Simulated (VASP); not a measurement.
# K (Im-3m) in VASP: a series of runs

Runs on K. Level: r2SCAN. Tasks: single point, relaxation of volume and atoms at fixed shape.

All numbers are computed with VASP 6.6.1; they aren't measurements. Logs are shortened: lines on timing, memory, paths and dates and some standing lists are left out, and cuts for length are marked.

## Step 1: The cell of the first run

It takes space group Im-3m (No. 229, cubic). The conventional cell has a = 5.351 Å, b = 5.351 Å, c = 5.351 Å, α = 90.00°, β = 90.00°, γ = 90.00°.

## Step 2: Single point, r2SCAN

Contents of POSCAR:

```
K
1.0
   -2.6753665780      2.6753665780      2.6753665780
    2.6753665780     -2.6753665780      2.6753665780
    2.6753665780      2.6753665780     -2.6753665780
K
1
Direct
    0.0000000000      0.0000000000      0.0000000000
```

Contents of INCAR.step1:

```
PREC = Accurate
ENCUT = 520
ISMEAR = 0
SIGMA = 0.1
LREAL = False
LASPH = True
NELM = 60
NBANDS = 10
GGA = PE
ALGO = Normal
EDIFF = 1E-4
LWAVE = True
LCHARG = False
```

Contents of INCAR.step2:

```
PREC = Accurate
ENCUT = 520
EDIFF = 1E-6
ISMEAR = 0
SIGMA = 0.1
LREAL = False
LASPH = True
NELM = 60
ALGO = Normal
ISIF = 2
LWAVE = False
LCHARG = False
METAGGA = R2SCAN
LMIXTAU = True
NBANDS = 10
ISTART = 1
```

Contents of KPOINTS:

```
Automatic mesh
0
Gamma
  6 6 6
```

Potentials or basis: VASP PAW PBE potentials, release 64 (K_sv).

Launch:

```console
> cat potpaw_PBE.64/K_sv/POTCAR > POTCAR
> cp INCAR.step1 INCAR
> mpirun -np 1 vasp_std > vasp.out
> cp INCAR.step2 INCAR
> mpirun -np 1 vasp_std > vasp.out
```

OUTCAR:

```text
PREC = Accurate
   ENCUT = 520
   EDIFF = 1E-6
   ISMEAR = 0
   LREAL = False
   LASPH = True
   NELM = 60
   ISIF = 2
   METAGGA = R2SCAN
   ISTART = 1

 ion  position               nearest neighbor table
   1  0.000  0.000  0.000-

  LATTYP: Found a body centered cubic cell.
 ALAT       =     5.3507331560

  Lattice vectors:

 A1 = (  -2.6753665780,   2.6753665780,   2.6753665780)
 A2 = (   2.6753665780,  -2.6753665780,   2.6753665780)
 A3 = (   2.6753665780,   2.6753665780,  -2.6753665780)

Analysis of symmetry for initial positions (statically):
=====================================================================
 Subroutine PRICEL returns:
 Original cell was already a primitive cell.

 Routine SETGRP: Setting up the symmetry group for a
 body centered cubic supercell.

 Subroutine GETGRP returns: Found 48 space group operations
 (whereof 48 operations were pure point group operations)
 out of a pool of 48 trial point group operations.

The static configuration has the point symmetry O_h .

Analysis of symmetry for dynamics (positions and initial velocities):
=====================================================================
 Subroutine PRICEL returns:
 Original cell was already a primitive cell.

 Routine SETGRP: Setting up the symmetry group for a
 body centered cubic supercell.

 Subroutine GETGRP returns: Found 48 space group operations
 (whereof 48 operations were pure point group operations)
 out of a pool of 48 trial point group operations.

The dynamic configuration has the point symmetry O_h .

 Subroutine INISYM returns: Found 48 space group operations
 (whereof 48 operations are pure point group operations),
 and found     1 'primitive' translations

----------------------------------------------------------------------------------------

                                     Primitive cell

  volume of cell :      76.5967

  direct lattice vectors                    reciprocal lattice vectors
    -2.675366578  2.675366578  2.675366578     0.000000000  0.186890277  0.186890277
     2.675366578 -2.675366578  2.675366578     0.186890277  0.000000000  0.186890277
     2.675366578  2.675366578 -2.675366578     0.186890277  0.186890277  0.000000000

  length of vectors
     4.633870842  4.633870842  4.633870842     0.264302764  0.264302764  0.264302764

  position of ions in fractional coordinates (direct lattice)
     0.000000000  0.000000000  0.000000000

  ion indices of the primitive-cell ions
   primitive index   ion index
                 1           1

----------------------------------------------------------------------------------------

 KPOINTS: Automatic mesh

Automatic generation of k-mesh.
 Grid dimensions read from file:
 generate k-points for:    6    6    6

 Generating k-lattice:

  Cartesian coordinates                     Fractional coordinates (reciprocal lattice)
     0.000000000  0.031148379  0.031148379     0.166666667  0.000000000  0.000000000
     0.031148379  0.000000000  0.031148379     0.000000000  0.166666667  0.000000000
     0.031148379  0.031148379  0.000000000     0.000000000  0.000000000  0.166666667

  Length of vectors
     0.044050461  0.044050461  0.044050461

  Shift w.r.t. Gamma in fractional coordinates (k-lattice)
     0.000000000  0.000000000  0.000000000

 Subroutine IBZKPT returns following result:
 ===========================================

 Found     16 irreducible k-points:

 Following reciprocal coordinates:
            Coordinates               Weight
  0.000000  0.000000  0.000000      1.000000
  0.166667  0.000000  0.000000     12.000000
  0.333333  0.000000  0.000000     12.000000
  0.500000  0.000000  0.000000      6.000000
  0.166667  0.166667  0.000000     24.000000
  0.333333  0.166667  0.000000     48.000000
[... 8 lines left out ...]
  0.500000  0.500000  0.333333     12.000000
  0.500000  0.500000  0.500000      1.000000
   k-points           NKPTS =     16   k-points in BZ     NKDIM =     16   number of bands    NBANDS=     10
   number of dos      NEDOS =    301   number of ions     NIONS =      1
   total plane-waves  NPLWV =  46656
   dimension x,y,z NGX =    36 NGY =   36 NGZ =   36
   dimension x,y,z NGXF=    72 NGYF=   72 NGZF=   72
   ions per type =               1
   NGX,Y,Z   is equivalent  to a cutoff of  12.92, 12.92, 12.92 a.u.
   NGXF,Y,Z  is equivalent  to a cutoff of  25.83, 25.83, 25.83 a.u.
 SYSTEM =  unknown system
   PREC   = accura    normal or accurate (medium, high low for compatibility)
   ISTART =      1    job   : 0-new  1-cont  2-samecut
   ICHARG =      0    charge: 1-file 2-atom 10-const
   ISPIN  =      1    spin polarized calculation?
   LNONCOLLINEAR =      F non collinear calculations
   LSORBIT =      F    spin-orbit coupling
   LASPH  =      T    aspherical Exc in radial PAW
   ENCUT  =  520.0 eV  38.22 Ry    6.18 a.u.   8.62  8.62  8.62*2*pi/ulx,y,z
   NELM   =     60;   NELMIN=  2; NELMDL=  0     # of ELM steps
   EDIFF  = 0.1E-05   stopping-criterion for ELM
   LREAL  =      F    real-space projection
   EDIFFG = 0.1E-04   stopping-criterion for IOM
   NSW    =      0    number of steps for IOM
   IBRION =     -1    ionic relax: 0-MD 1-quasi-New 2-CG
   NFREE  =      0    steps in history (QN), initial steepest desc. (CG)
   ISIF   =      2    stress and relaxation
   ISYM   =      2    0-nonsym 1-usesym 2-fastsym
   POTIM  = 0.5000    time-step for ionic-motion
   TEBEG  =    0.0;   TEEND  =   0.0 temperature during run
   PSTRESS=    0.0 pullay stress
   NELECT =       9.0000    total number of electrons
   NUPDOWN=      -1.0000    fix difference up-down
   EMIN   =  10.00;   EMAX   =-10.00  energy-range for DOS
   EFERMI =   0.00;   METHOD = LEGACY
   ISMEAR =     0;   SIGMA  =   0.10  broadening in eV -4-tet -1-fermi 0-gaus
   EFERMI_NEDOS =   21; number of points for ismear=-14 and -15
   IALGO  =     38    algorithm
   IMIX   =      4    mixing-type and parameters
     AMIX     =   0.40;   BMIX     =  1.00
     AMIX_MAG =   1.60;   BMIX_MAG =  1.00
  volume/ion in A,a.u.               =      76.60       516.90
  Fermi-wavevector in a.u.,A,eV,Ry     =   0.801836  1.515251  8.747749  0.642941
  Thomas-Fermi vector in A             =   1.909399
   LORBIT       =      0    0 simple, 1 ext, 2 COOP (PROOUT), +10 PAW based schemes
   METAGGA = R2SCAN    functional components
   LHFCALC =     F    Hartree Fock is set to
   AEXX    =    0.0000 exact exchange contribution
   IVDW    =     0    specifies the selected vdW correction
   LEPSILON=     F    determine dielectric tensor
   LRPA    =     F    only Hartree local field effects (RPA)
 non-spin polarized calculation
 Gauss-broadening in eV      SIGMA  =   0.10
  energy-cutoff  :      520.00
  volume of cell :       76.60
 maximum number of plane-waves:      2093
 NGX is ok and might be reduce to    36
   NGX = 17   NGY = 17   NGZ = 17

 number of electron       9.0000000 magnetization

 Free energy of the ion-electron system (eV)
  ---------------------------------------------------
  ext. energy  EPLUGINS =         0.00000000
  ---------------------------------------------------
  free energy    TOTEN  =        -5.99644167 eV

  energy without entropy =       -5.98405678  energy(sigma->0) =       -5.99024922

 E-fermi :  -0.1312     XC(G=0):  -5.8046

 val. band max:       -0.4142271585   @ k =   0.1667   0.1667   0.1667
 cond. band min:      -0.1200810987   @ k =   0.3333   0.1667   0.0000
 fundamental gap:      0.2941460598
 Fermi energy:        -0.1312048681

 k-point     1 :       0.0000    0.0000    0.0000
  band No.  band energies     occupation
      1     -33.8331      2.00000
      2     -16.5071      2.00000
      3     -16.5071      2.00000
      4     -16.5071      2.00000
      5      -2.3971      2.00000
      6       4.5609      0.00000
      7       4.5609      0.00000
      8       4.5609      0.00000
      9       5.4994      0.00000
     10       5.4994      0.00000

 k-point     2 :       0.1667    0.0000    0.0000
  band No.  band energies     occupation
      1     -33.8322      2.00000
      2     -16.5222      2.00000
      3     -16.5120      2.00000
      4     -16.5070      2.00000
      5      -2.0440      2.00000
      6       3.8308      0.00000
      7       4.1389      0.00000
      8       4.8352      0.00000
      9       5.2384      0.00000
     10       5.4149      0.00000

 k-point     3 :       0.3333    0.0000    0.0000
  band No.  band energies     occupation
      1     -33.8305      2.00000
      2     -16.5523      2.00000
      3     -16.5221      2.00000
      4     -16.5071      2.00000
      5      -1.0414      2.00000
      6       2.1560      0.00000
      7       3.5514      0.00000
      8       5.3478      0.00000
      9       5.5082      0.00000
     10       5.6300      0.00000

 k-point     4 :       0.5000    0.0000    0.0000
  band No.  band energies     occupation
      1     -33.8296      2.00000
      2     -16.5671      2.00000
      3     -16.5270      2.00000
      4     -16.5070      2.00000
      5       0.4202      0.00000
      6       0.4684      0.00000
      7       3.3225      0.00000
      8       5.1966      0.00000
      9       6.0532      0.00000
     10       6.1053      0.00000

 k-point     5 :       0.1667    0.1667    0.0000
  band No.  band energies     occupation
      1     -33.8309      2.00000
      2     -16.5426      2.00000
      3     -16.5183      2.00000
      4     -16.5105      2.00000
      5      -1.3655      2.00000
      6       2.9035      0.00000
      7       3.3546      0.00000
      8       5.1041      0.00000
      9       5.2009      0.00000
     10       5.8429      0.00000

 k-point     6 :       0.3333    0.1667    0.0000
  band No.  band energies     occupation
      1     -33.8296      2.00000
      2     -16.5594      2.00000
      3     -16.5301      2.00000
      4     -16.5117      2.00000
      5      -0.1201      0.87500
      6       1.4464      0.00000
      7       2.8111      0.00000
      8       4.9548      0.00000
      9       5.6180      0.00000
     10       6.0641      0.00000
[... 79 lines left out ...]
 k-point    13 :      -0.3333    0.5000    0.1667
  band No.  band energies     occupation
      1     -33.8286      2.00000
      2     -16.5553      2.00000
      3     -16.5419      2.00000
      4     -16.5224      2.00000
      5       0.4245      0.00000
      6       1.6398      0.00000
      7       2.5035      0.00000
      8       4.4318      0.00000
      9       4.9863      0.00000
     10       6.0851      0.00000

 k-point    14 :      -0.3333    0.3333    0.3333
  band No.  band energies     occupation
      1     -33.8283      2.00000
      2     -16.5465      2.00000
      3     -16.5387      2.00000
      4     -16.5387      2.00000
      5       0.1433      0.00010
      6       2.2295      0.00000
      7       3.5120      0.00000
      8       3.5120      0.00000
      9       4.2972      0.00000
     10       5.9920      0.00000

 k-point    15 :       0.5000    0.5000    0.3333
  band No.  band energies     occupation
      1     -33.8275      2.00000
      2     -16.5542      2.00000
      3     -16.5442      2.00000
      4     -16.5394      2.00000
      5       1.1818      0.00000
      6       1.4693      0.00000
      7       3.1552      0.00000
      8       3.4694      0.00000
      9       4.3274      0.00000
     10       6.5640      0.00000

 k-point    16 :       0.5000    0.5000    0.5000
  band No.  band energies     occupation
      1     -33.8268      2.00000
      2     -16.5499      2.00000
      3     -16.5499      2.00000
      4     -16.5499      2.00000
      5       1.6493      0.00000
      6       1.6493      0.00000
      7       3.5100      0.00000
      8       3.5101      0.00000
      9       3.5101      0.00000
     10       6.0737      0.00000

------------------------ aborting loop because EDIFF is reached ----------------------------------------

  FORCE on cell =-STRESS in cart. coord.  units (eV):
  Direction    XX          YY          ZZ          XY          YZ          ZX
  --------------------------------------------------------------------------------------
  -------------------------------------------------------------------------------------
  Total       -0.0023067     -0.0023067     -0.0023067      0.0000000      0.0000000     -0.0000000
  in kB       -0.0482487     -0.0482487     -0.0482487      0.0000000      0.0000000     -0.0000000
  external PRESSURE =      -0.0482487 kB  Pullay stress =       0.0000000 kB

 VOLUME and BASIS-vectors are now :
 -----------------------------------------------------------------------------
  energy-cutoff  :      520.00
  volume of cell :       76.60
      direct lattice vectors                 reciprocal lattice vectors
    -2.675366578  2.675366578  2.675366578     0.000000000  0.186890277  0.186890277
     2.675366578 -2.675366578  2.675366578     0.186890277  0.000000000  0.186890277
     2.675366578  2.675366578 -2.675366578     0.186890277  0.186890277  0.000000000

 POSITION                                       TOTAL-FORCE (eV/Angst)
 -----------------------------------------------------------------------------------
      0.00000      0.00000      0.00000         0.000000      0.000000     -0.000000
 -----------------------------------------------------------------------------------
    total drift:                               -0.000000     -0.000000      0.000000

  FREE ENERGIE OF THE ION-ELECTRON SYSTEM (eV)
  ---------------------------------------------------
  free  energy   TOTEN  =        -5.9964416709 eV

  energy  without entropy=       -5.9840567756  energy(sigma->0) =       -5.99024922
```

Wall time 48 s (1 thread of Intel Xeon 8259CL, shared host); peak memory 0.18 GiB.

Results:

```yaml
Free_energy: -5.9964 eV
Pressure: 0.0 GPa
Band_gap_on_the_k_mesh: zero (an odd number of electrons rules out a gap without spin polarisation)
```

Caveat: the PAW data sets were made with another functional, which shifts forces and pressure a little.

## Step 3: Relaxation of volume and atoms at fixed shape, r2SCAN

This run uses another cell than the first one, of 71.32 Å³/atom.

Contents of POSCAR:

```
K
1.0
   -2.6125000000      2.6125000000      2.6125000000
    2.6125000000     -2.6125000000      2.6125000000
    2.6125000000      2.6125000000     -2.6125000000
K
1
Direct
    0.0000000000      0.0000000000      0.0000000000
```

Contents of INCAR.step1:

```
SYSTEM = K
ALGO     = Normal         ! electronic algorithm
EDIFF    = 1E-4           ! SCF threshold, eV
ENCUT    = 600            ! plane-wave cutoff, eV
GGA      = PE             ! functional
ISMEAR   = 0              ! smearing method
LASPH    = .TRUE.         ! aspherical terms in the spheres
LCHARG   = .FALSE.        ! write CHGCAR
LREAL    = .FALSE.        ! projectors in reciprocal space
LWAVE    = .TRUE.         ! write WAVECAR
NELM     = 60             ! most SCF steps
PREC     = Accurate       ! precision mode
SIGMA    = 0.1            ! smearing width, eV
```

Contents of INCAR.step2:

```
SYSTEM = K
ALGO     = Normal         ! electronic algorithm
EDIFF    = 1E-6           ! SCF threshold, eV
EDIFFG   = -0.03          ! ionic threshold
ENCUT    = 600            ! plane-wave cutoff, eV
IBRION   = 2              ! ionic algorithm
ISIF     = 8              ! what is computed and relaxed
ISMEAR   = 0              ! smearing method
ISTART   = 1            
LASPH    = .TRUE.         ! aspherical terms in the spheres
LCHARG   = .FALSE.        ! write CHGCAR
LMIXTAU  = .TRUE.       
LREAL    = .FALSE.        ! projectors in reciprocal space
LWAVE    = .FALSE.        ! write WAVECAR
METAGGA  = R2SCAN         ! meta-GGA
NELM     = 60             ! most SCF steps
NSW      = 80             ! ionic steps
PREC     = Accurate       ! precision mode
SIGMA    = 0.1            ! smearing width, eV
```

Contents of KPOINTS:

```
k-points
0
G
  6 6 6
  0 0 0
```

Potentials or basis: VASP PAW PBE potentials, release 64 (K_sv).

Launch:

```console
> cat potpaw_PBE.64/K_sv/POTCAR > POTCAR
> cp INCAR.step1 INCAR
> mpirun -np 1 vasp_std > vasp.out
> cp INCAR.step2 INCAR
> mpirun -np 1 vasp_std > vasp.out
```

Wall time 4.1 min (1 thread of Intel Xeon 8259CL, shared host); peak memory 0.19 GiB.

Results (log left out):

- Free energy: -5.9972 eV
- Relaxed volume: 76.91 Å³/atom
- Relaxed cell: a = 4.640 Å, b = 4.640 Å, c = 4.640 Å, α = 109.47°, β = 109.47°, γ = 109.47°
- Space group after relaxing (to 0.1 Å): Im-3m (No. 229)
- Energy gained by relaxing: 5.0 meV/atom
- Ionic steps: 5
- Pressure after relaxing: 0.0 GPa
- Band gap on the k mesh: zero (an odd number of electrons rules out a gap without spin polarisation)

The path:
| step | energy change (eV) | largest force (eV/Å) | pressure (GPa) | volume (Å³) |
| --- | --- | --- | --- | --- |
| 1 | 0.0000 | 0.0000 | 0.30 | 71.32 |
| 2 | -0.0023 | 0.0000 | 0.21 | 72.72 |
| 3 | -0.0042 | 0.0000 | 0.12 | 74.61 |
| 4 | -0.0047 | 0.0000 | -0.08 | 78.48 |
| 5 | -0.0050 | 0.0000 | 0.00 | 76.91 |

Final structure:
```
K
1.0
    -2.67903    2.67903    2.67903
     2.67903   -2.67903    2.67903
     2.67903    2.67903   -2.67903
K
1
Direct
  0.00000 0.00000 0.00000
```

Levels at points of the mesh, in eV from the Fermi level:
```
           k point  band 2  band 3  band 4  band 5  band 6  band 7
(0.00, 0.00, 0.00)  -16.38  -16.38  -16.38   -2.26    4.69    4.69
(0.50, 0.00, 0.00)  -16.44  -16.40  -16.38    0.55    0.60    3.45
(0.50, 0.50, 0.50)  -16.42  -16.42  -16.42    1.78    1.78    3.63
```

Caveat: the PAW data sets were made with another functional, which shifts forces and pressure a little. Zero-point motion and thermal expansion aren't in these numbers.

The gap in the log of VASP goes by the Fermi energy; the results here count the filled bands.